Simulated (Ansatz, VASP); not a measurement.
## Sn: VASP beside Ansatz

```
Sn
1.0
     0.00000    3.25940    3.25940
     3.25940    0.00000    3.25940
     3.25940    3.25940    0.00000
Sn
2
Direct
  0.00000 0.00000 0.00000
  0.25000 0.25000 0.25000
```

Alike in both runs: task single point; functional PBE; k mesh 12 × 12 × 12; occupations gaussian, width 0.1 eV; no spin polarisation.

```csv
,VASP,Ansatz
version,VASP 6.6.1,Ansatz 0.2.0
potentials or method,"VASP PAW PBE potentials, release 64 (Sn_d), cutoff 520 eV","scalar-relativistic, plane waves, PAW"
valence electrons in the cell,28,28
```

Ansatz gave:

| Quantity | Value |
| --- | --- |
| gap on the k mesh at the Fermi level (eV) | none |
| pressure (GPa) | 2.6 |

**Question.** Which values does VASP return?

**Answer.** gap on the k mesh at the Fermi level (eV): none; pressure (GPa): 2.5.

A gap of «none» marks a metal or a gap that the smearing closes.
